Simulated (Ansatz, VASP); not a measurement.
## Two plane-wave programs on V3NiPb

```xyz
5
Lattice="4.8792 0.0000 0.0000 0.0000 4.8792 0.0000 0.0000 0.0000 4.8792" Properties=species:S:1:pos:R:3 pbc="T T T"
V     0.0000    2.4396    2.4396
V     2.4396    0.0000    2.4396
V     2.4396    2.4396    0.0000
Ni    0.0000    0.0000    0.0000
Pb    2.4396    2.4396    2.4396
```

Alike in both runs: functional PBE; k mesh 4 × 4 × 4; occupations gaussian, width 0.1 eV; no spin polarisation.

Ansatz relaxed the structure, and its values are those at the end. VASP's run is a single point on that final structure, the one shown.

```csv
,VASP,Ansatz
version,VASP 6.6.1,Ansatz 0.2.0
potentials or method,"VASP PAW PBE potentials, release 64 (V_sv, Ni, Pb_d), cutoff 520 eV","scalar-relativistic, plane waves, PAW"
valence electrons in the cell,63,71
```

Ansatz gave:

| Property | Result |
| --- | --- |
| gap on the k mesh at the Fermi level (eV) | none |
| pressure (GPa) | 0.0 |

**Question.** Which values does VASP return?

**Answer.** gap on the k mesh at the Fermi level (eV): none; pressure (GPa): 0.2.

A gap of «none» marks a metal or a gap that the smearing closes. With one functional, cell and mesh, what is left measures potentials, basis and numerics. VASP's potentials hold 63 valence electrons a cell and Ansatz's 71, so a difference there can come from the potentials and not from the codes.

Neither program's run includes spin-orbit coupling.
